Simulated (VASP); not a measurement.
Al4Ir, 5 atoms in the cell. The structure is tetragonal, space group P4/mmm (No. 123). The conventional cell has a = 3.376 Å, b = 3.376 Å, c = 6.704 Å, α = 90.00°, β = 90.00°, γ = 90.00°. Al (site symmetry 4mm) has 5 Al at 2.40 to 3.19 Å and 4 Ir at 2.96 Å within 3.2 Å. Within 2.1 Å of Al (site symmetry 4mm) lie 1 Ir at 1.54 Å. Within 2.1 Å of Ir (site symmetry 4/mmm) lie 2 Al at 1.54 Å. The cell was built from a structure type or drawn by symmetry, and may not be a known phase.

- Program: VASP 6.6.1
- Task: relaxation of cell and atoms
- Functional: PBE
- Potentials or basis: VASP PAW PBE potentials, release 64 (Al, Ir)
- Cutoff: 600 eV
- k mesh: 6 × 6 × 4
- Occupations: gaussian, width 0.1 eV
- Spin: no spin polarisation
- Dipole correction: no
- Further INCAR settings: ALGO = Normal; EDIFF = 1e-07; IBRION = 2; EDIFFG = -0.04; NSW = 90; ISIF = 3

Potentials or basis: VASP PAW PBE potentials, release 64 (Al, Ir).

Command:

```sh
$ cat potpaw_PBE.64/Al/POTCAR potpaw_PBE.64/Ir/POTCAR > POTCAR
$ mpirun -np 1 vasp_std > vasp.out
```

Hardware: 1 thread of Intel(R) Xeon(R) 6975P-C (Granite Rapids), with other jobs on the host.

How long does it take, and how much memory?

Run time: 18 min on 1 thread of Intel(R) Xeon(R) 6975P-C (Granite Rapids), with other jobs on the host, peak memory 0.24 GiB. Counts: scf iterations 856, k points 30, ion steps 41.
